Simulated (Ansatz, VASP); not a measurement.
## Two plane-wave programs on Sr

The input POSCAR:

```
Sr
1.0
    0.0000000000      3.0521104090      3.0521104090
    3.0521104090      0.0000000000      3.0521104090
    3.0521104090      3.0521104090      0.0000000000
Sr
1
Direct
    0.0000000000      0.0000000000      0.0000000000
```

INCAR.step1

```
PREC = Accurate ; ENCUT = 520
ISMEAR = -1 ; SIGMA = 0.1
LREAL = False ; LASPH = True
NELM = 60 ; NBANDS = 11
GGA = PE ; ALGO = Normal
EDIFF = 1E-4 ; LWAVE = True
LCHARG = False
```

INCAR.step2

```
PREC = Accurate ; ENCUT = 520
EDIFF = 1E-7 ; ISMEAR = -1
SIGMA = 0.1 ; LREAL = False
LASPH = True ; NELM = 60
ALGO = Normal ; ISIF = 2
LWAVE = False ; LCHARG = False
METAGGA = R2SCAN ; LMIXTAU = True
NBANDS = 11 ; ISTART = 1
```

The input KPOINTS:

```
regular mesh
0
Gamma
  15 15 15
```

Input for Ansatz:

```yaml
crystal:
  lattice:
    - [0.0, 3.052110409, 3.052110409]
    - [3.052110409, 0.0, 3.052110409]
    - [3.052110409, 3.052110409, 0.0]
  atoms:
    - { symbol: Sr, position: [0.0, 0.0, 0.0] }
hamiltonian:
  xc: r2scan
  pseudopotentials:
    kind: paw
    azcp:
      Sr: "pseudopotentials/Sr.paw.azcp"
basis:
  ecutwfc: 500
  fft_grid_basis: typed
kpoints:
  mp_grid: { grid: [15, 15, 15], shift: [0, 0, 0] }
magnetization:
  spin_polarized: false
scf:
  occupations: { method: fermi_dirac, width: 0.1 }
  lower_state_search: "off"
output:
  stress: true
```

Alike in both runs: task single point; functional r2SCAN; k mesh 15 × 15 × 15; occupations fermi-dirac, width 0.1 eV; no spin polarisation.

```csv
,VASP,Ansatz
version,VASP 6.6.1,Ansatz 0.2.0
potentials or method,"VASP PAW PBE potentials, release 64 (Sr_sv), cutoff 520 eV","plane waves (500 eV) with PAW, scalar-relativistic"
valence electrons in the cell,10,10
```

```tsv
	VASP	Ansatz	Ansatz less VASP
pressure (GPa)	0.0	0.0	-0.02
```

VASP's potentials were made for PBE, not for r2SCAN.
